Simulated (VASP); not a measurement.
Wanted: the native input for a VASP 6.6.1 run.

```yaml
Task: single point
Functional: r2SCAN
Potentials_or_basis: VASP PAW PBE potentials, release 64 (Pb_d, Cs_sv, Br)
Cutoff: 520 eV
k_mesh: 5 × 5 × 5
Occupations: fermi-dirac, width 0.05 eV
Spin: no spin polarisation
Dipole_correction: no
Further_INCAR_settings: ALGO = Normal; EDIFF = 1e-07; NBANDS = 30
```

Crystal: CsPbBr3.

```xyz
5
Lattice="5.8700 0.0000 0.0000 0.0000 5.8700 0.0000 0.0000 0.0000 5.8700" Properties=species:S:1:pos:R:3 pbc="T T T"
Pb    2.9350    2.9350    2.9350
Cs    0.0000    0.0000    0.0000
Br    2.9350    2.9350    0.0000
Br    2.9350    0.0000    2.9350
Br    0.0000    2.9350    2.9350
```

These files were run (other wordings do the same):

POSCAR

```
CsPbBr3
1.0
    5.8700000000      0.0000000000      0.0000000000
    0.0000000000      5.8700000000      0.0000000000
    0.0000000000      0.0000000000      5.8700000000
Pb Cs Br
1 1 3
Direct
    0.5000000000      0.5000000000      0.5000000000
    0.0000000000      0.0000000000      0.0000000000
    0.5000000000      0.5000000000      0.0000000000
    0.5000000000      0.0000000000      0.5000000000
    0.0000000000      0.5000000000      0.5000000000
```

INCAR.step1

```
PREC = Accurate
ENCUT = 520
ISMEAR = -1
SIGMA = 0.05
LREAL = F
LASPH = T
NELM = 100
NBANDS = 30
GGA = PE
ALGO = Normal
EDIFF = 1E-4
LWAVE = T
LCHARG = F
```

INCAR.step2

```
PREC = Accurate
ENCUT = 520
EDIFF = 1E-7
ISMEAR = -1
SIGMA = 0.05
LREAL = F
LASPH = T
NELM = 100
ALGO = Normal
ISIF = 2
LWAVE = F
LCHARG = T
METAGGA = R2SCAN
LMIXTAU = T
LELF = T
LVHAR = T
NBANDS = 30
ISTART = 1
```

KPOINTS

```
regular mesh
0
Gamma
  5 5 5
```

Potentials or basis: VASP PAW PBE potentials, release 64 (Pb_d, Cs_sv, Br).

Command:

```console
$ cat potpaw_PBE.64/Pb_d/POTCAR potpaw_PBE.64/Cs_sv/POTCAR potpaw_PBE.64/Br/POTCAR > POTCAR
$ cp INCAR.step1 INCAR
$ mpirun -np 1 vasp_std > vasp.out
$ cp INCAR.step2 INCAR
$ mpirun -np 1 vasp_std > vasp.out
```

Results of the run:

The pressure is 0.7 GPa. The band gap on the k mesh is 2.99 eV.

Caveat: the PAW data sets were made with another functional, which shifts forces and pressure a little; spin-orbit coupling is left out, which moves the levels of the heavy elements; an odd mesh through Γ misses points on the zone boundary, where band edges can lie.

Wall time 4.7 min on 1 thread of Intel(R) Xeon(R) Platinum 8259CL CPU @ 2.50GHz (Skylake/Cascade Lake), with other jobs on the host, peak memory 0.4 GiB.
